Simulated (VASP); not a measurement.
## GeS: single point with PBE+D4

The system is GeS.

```
CELL_PARAMETERS angstrom
10.40409 0.00000 0.00000
0.00000 3.67155 0.00000
0.00000 0.00000 4.19796
ATOMIC_POSITIONS crystal
Ge 0.12074 0.25000 0.12098
Ge 0.37926 0.75000 0.62098
Ge 0.62074 0.25000 0.37902
Ge 0.87926 0.75000 0.87902
S 0.85131 0.25000 0.49784
S 0.64869 0.75000 0.99784
S 0.35131 0.25000 0.00216
S 0.14869 0.75000 0.50216
```

* Program: VASP 6.6.1
* Task: single point
* Functional: PBE
* Dispersion: D4
* Potentials or basis: VASP PAW PBE potentials, release 64 (Ge_d, S)
* Cutoff: 500 eV
* k mesh: 2 × 6 × 6
* Occupations: fermi-dirac, width 0.02 eV
* Spin: no spin polarisation
* Dipole correction: no
* Further INCAR settings: ALGO = Normal; EDIFF = 1e-06; NBANDS = 50

| Property | Result |
| --- | --- |
| Pressure | -0.1 GPa |
| Largest force | 0.007 eV/Å |
| Band gap on the k mesh | 0.97 eV (least direct gap 1.11 eV) |
| Dispersion energy per atom | -0.393 eV |

Forces in eV/Å, atoms in the order of the input:
```
Ge   0.003  0.000 -0.006
Ge  -0.003  0.000 -0.006
Ge   0.003  0.000  0.006
Ge  -0.003  0.000  0.006
S    0.000  0.000 -0.005
S    0.000  0.000 -0.005
S    0.000  0.000  0.005
S    0.000  0.000  0.005
```

Levels at points of the mesh, in eV from the valence-band top:
```csv
k point,band 37,band 38,band 39,band 40,band 41,band 42,band 43,band 44
"(0.00, 0.00, 0.00)",-1.71,-0.97,-0.85,-0.14,0.97,2.69,2.84,3.08
"(0.50, 0.00, 0.00)",-1.99,-1.99,-0.43,-0.43,2.47,2.47,2.66,2.66
"(0.00, 0.50, 0.00)",-1.34,-1.34,-1.10,-1.10,1.46,1.46,1.65,1.65
"(0.50, 0.50, 0.00)",-1.43,-1.43,-1.43,-1.43,1.83,1.83,1.83,1.83
"(0.00, 0.00, 0.50)",-0.91,-0.91,-0.20,-0.20,1.64,1.64,2.50,2.50
"(0.50, 0.00, 0.50)",-0.68,-0.68,-0.23,-0.23,1.59,1.59,2.42,2.42
"(0.00, 0.50, 0.50)",-2.34,-2.34,-1.51,-1.51,3.15,3.15,3.39,3.39
"(0.50, 0.50, 0.50)",-1.54,-1.54,-1.54,-1.54,2.80,2.80,2.80,2.80
```

Wall time 5.6 min on 1 thread of Intel Xeon 8259CL, with other jobs on the host, peak memory 0.36 GiB.

A k mesh can miss the band edges.
